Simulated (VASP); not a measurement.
# Ti in VASP: notebook, part 2 of 2

VASP 6.6.1. Earlier steps stand in the parts before.

### Step 3. Single point, PBE

File INCAR:

```
SYSTEM = Ti
ALGO = Normal ; EDIFF = 1E-6
ENCUT = 520 ; GGA = PE
ISIF = 2 ; ISMEAR = -1
LASPH = .True. ; LCHARG = .False.
LREAL = .False. ; LWAVE = .False.
NBANDS = 51 ; NELM = 80
PREC = Accurate ; SIGMA = 0.05
```

File KPOINTS:

```
k-points
0
Gamma
  8 8 1
  0 0 0
```

File POSCAR:

```
Ti
1.0
    3.2820000000      0.0000000000      0.0000000000
    0.0000000000      3.2820000000      0.0000000000
    0.0000000000      0.0000000000     24.8460000000
Ti
7
Direct
    0.5000000000      0.5000000000      0.3018594542
    0.0000000000      0.0000000000      0.3679063028
    0.5000000000      0.5000000000      0.4339531514
    0.0000000000      0.0000000000      0.5000000000
    0.5000000000      0.5000000000      0.5660468486
    0.0000000000      0.0000000000      0.6320936972
    0.5000000000      0.5000000000      0.6981405458
```

Potentials or basis: VASP PAW PBE potentials, release 64 (Ti_sv).

Command:

```bash
$ cat potpaw_PBE.64/Ti_sv/POTCAR > POTCAR
$ mpirun -np 1 vasp_std > vasp.out
```

OUTCAR:

```text
SYSTEM = Ti
   EDIFF = 1E-6
   ENCUT = 520
   GGA = PE
   ISIF = 2
   ISMEAR = -1
   LASPH = .True.
   LREAL = .False.
   NELM = 80
   PREC = Accurate

 ion  position               nearest neighbor table
   1  0.500  0.500  0.302-   2 2.84   2 2.84   2 2.84   2 2.84
   2  0.000  0.000  0.368-   3 2.84   3 2.84   3 2.84   3 2.84   1 2.84   1 2.84   1 2.84   1 2.84

   3  0.500  0.500  0.434-   2 2.84   2 2.84   2 2.84   2 2.84   4 2.84   4 2.84   4 2.84   4 2.84

   4  0.000  0.000  0.500-   3 2.84   5 2.84   3 2.84   5 2.84   3 2.84   5 2.84   3 2.84   5 2.84

   5  0.500  0.500  0.566-   6 2.84   6 2.84   6 2.84   6 2.84   4 2.84   4 2.84   4 2.84   4 2.84

   6  0.000  0.000  0.632-   5 2.84   5 2.84   5 2.84   5 2.84   7 2.84   7 2.84   7 2.84   7 2.84

   7  0.500  0.500  0.698-   6 2.84   6 2.84   6 2.84   6 2.84

  LATTYP: Found a simple tetragonal cell.
 ALAT       =     3.2820000000
 C/A-ratio  =     7.5703839122

  Lattice vectors:

 A1 = (   3.2820000000,   0.0000000000,   0.0000000000)
 A2 = (   0.0000000000,   3.2820000000,   0.0000000000)
 A3 = (   0.0000000000,   0.0000000000,  24.8460000000)

Analysis of symmetry for initial positions (statically):
=====================================================================
 Subroutine PRICEL returns:
 Original cell was already a primitive cell.

 Routine SETGRP: Setting up the symmetry group for a
 simple tetragonal supercell.

 Subroutine GETGRP returns: Found 16 space group operations
 (whereof 16 operations were pure point group operations)
 out of a pool of 16 trial point group operations.

The static configuration has the point symmetry D_4h.

Analysis of symmetry for dynamics (positions and initial velocities):
=====================================================================
 Subroutine PRICEL returns:
 Original cell was already a primitive cell.

[... 122 lines left out ...]
   ISMEAR =    -1;   SIGMA  =   0.05  broadening in eV -4-tet -1-fermi 0-gaus
   EFERMI_NEDOS =   21; number of points for ismear=-14 and -15
   IALGO  =     38    algorithm
   IMIX   =      4    mixing-type and parameters
     AMIX     =   0.40;   BMIX     =  1.00
     AMIX_MAG =   1.60;   BMIX_MAG =  1.00
  volume/ion in A,a.u.               =      38.23       258.01
  Fermi-wavevector in a.u.,A,eV,Ry     =   1.112560  2.102433 16.841147  1.237789
  Thomas-Fermi vector in A             =   2.249135
   LORBIT       =      0    0 simple, 1 ext, 2 COOP (PROOUT), +10 PAW based schemes
   GGA     = PE    functional components
[... 5 lines left out ...]
 non-spin polarized calculation
  energy-cutoff  :      520.00
  volume of cell :      267.63
 maximum number of plane-waves:      7256
   NGX = 13   NGY = 13   NGZ = 93

 number of electron      84.0000052 magnetization

 Free energy of the ion-electron system (eV)
  ---------------------------------------------------
  ext. energy  EPLUGINS =         0.00000000
  ---------------------------------------------------
  free energy    TOTEN  =       -51.88432973 eV

  energy without entropy =      -51.74317596  energy(sigma->0) =      -51.81375285

 E-fermi :   2.0306     XC(G=0):  -6.1833

 val. band max:        2.0189206969   @ k =   0.3750   0.2500   0.0000
 cond. band min:       2.0319197491   @ k =   0.3750   0.3750   0.0000
 fundamental gap:      0.0129990522
 Fermi energy:         2.0305612988

 k-point     1 :       0.0000    0.0000    0.0000
  band No.  band energies     occupation
      1     -55.0640      2.00000
      2     -55.0640      2.00000
      3     -54.5166      2.00000
      4     -54.4783      2.00000
      5     -54.4210      2.00000
      6     -54.3751      2.00000
[... 799 lines left out ...]
     50       3.9854      0.00000
     51       3.9855      0.00000

------------------------ aborting loop because EDIFF is reached ----------------------------------------

  FORCE on cell =-STRESS in cart. coord.  units (eV):
  Direction    XX          YY          ZZ          XY          YZ          ZX
  --------------------------------------------------------------------------------------
  -------------------------------------------------------------------------------------
  Total       -6.5102653     -6.5102653     -3.6048955      0.0000000     -0.0000000     -0.0000000
  in kB      -38.9740587    -38.9740587    -21.5809040      0.0000000     -0.0000000     -0.0000000
  external PRESSURE =     -33.1763405 kB  Pullay stress =       0.0000000 kB

 VOLUME and BASIS-vectors are now :
 -----------------------------------------------------------------------------
  energy-cutoff  :      520.00
  volume of cell :      267.63
      direct lattice vectors                 reciprocal lattice vectors
     3.282000000  0.000000000  0.000000000     0.304692261  0.000000000  0.000000000
     0.000000000  3.282000000  0.000000000     0.000000000  0.304692261  0.000000000
     0.000000000  0.000000000 24.846000000     0.000000000  0.000000000  0.040247927

 POSITION                                       TOTAL-FORCE (eV/Angst)
 -----------------------------------------------------------------------------------
      1.64100      1.64100      7.50000        -0.000000     -0.000000      0.622819
      0.00000      0.00000      9.14100         0.000000      0.000000     -0.373705
      1.64100      1.64100     10.78200        -0.000000     -0.000000     -0.034373
      0.00000      0.00000     12.42300         0.000000      0.000000      0.000000
      1.64100      1.64100     14.06400         0.000000     -0.000000      0.034373
      0.00000      0.00000     15.70500         0.000000      0.000000      0.373705
      1.64100      1.64100     17.34600         0.000000     -0.000000     -0.622819
 -----------------------------------------------------------------------------------
    total drift:                                0.000000     -0.000000      0.000000

  FREE ENERGIE OF THE ION-ELECTRON SYSTEM (eV)
  ---------------------------------------------------
  free  energy   TOTEN  =       -51.8843297328 eV

  energy  without entropy=      -51.7431759647  energy(sigma->0) =      -51.81375285
```

OSZICAR:

```text
N       E                     dE             d eps       ncg     rms          rms(c)
DAV:   1     0.109846149506E+04    0.10985E+04   -0.46042E+04  1650   0.175E+03
DAV:   2     0.920792780784E+02   -0.10064E+04   -0.99096E+03  1556   0.558E+02
DAV:   3    -0.359878801777E+02   -0.12807E+03   -0.12438E+03  2519   0.175E+02
[... 22 lines left out ...]
DAV:  26    -0.518842942141E+02   -0.42054E-04   -0.12102E-05  1822   0.225E-02    0.728E-03
DAV:  27    -0.518843151809E+02   -0.20967E-04   -0.19540E-06  1177   0.891E-03    0.467E-03
DAV:  28    -0.518843262629E+02   -0.11082E-04   -0.17307E-06  1171   0.788E-03    0.104E-03
DAV:  29    -0.518843287506E+02   -0.24877E-05   -0.41243E-07   966   0.393E-03    0.651E-04
DAV:  30    -0.518843297328E+02   -0.98223E-06   -0.15593E-07   898   0.242E-03
   1 F= -.51884330E+02 E0= -.51813753E+02  d E =-.141154E+00
```

Run time: 4.3 min. Hardware: 1 thread of Intel Xeon Platinum 8488C (Sapphire Rapids), shared host; peak memory 0.39 GiB.

What came out:

```
Free energy            : -51.8843 eV
Largest force          : 0.623 eV/Å
Band gap on the k mesh : zero (band 42 reaches 2.90 eV, above the bottom of band 43 at 1.59 eV)
```

Forces on the atoms (eV/Å):
```
Ti   0.000  0.000  0.623
Ti   0.000  0.000 -0.374
Ti   0.000  0.000 -0.034
Ti   0.000  0.000  0.000
Ti   0.000  0.000  0.034
Ti   0.000  0.000  0.374
Ti   0.000  0.000 -0.623
```
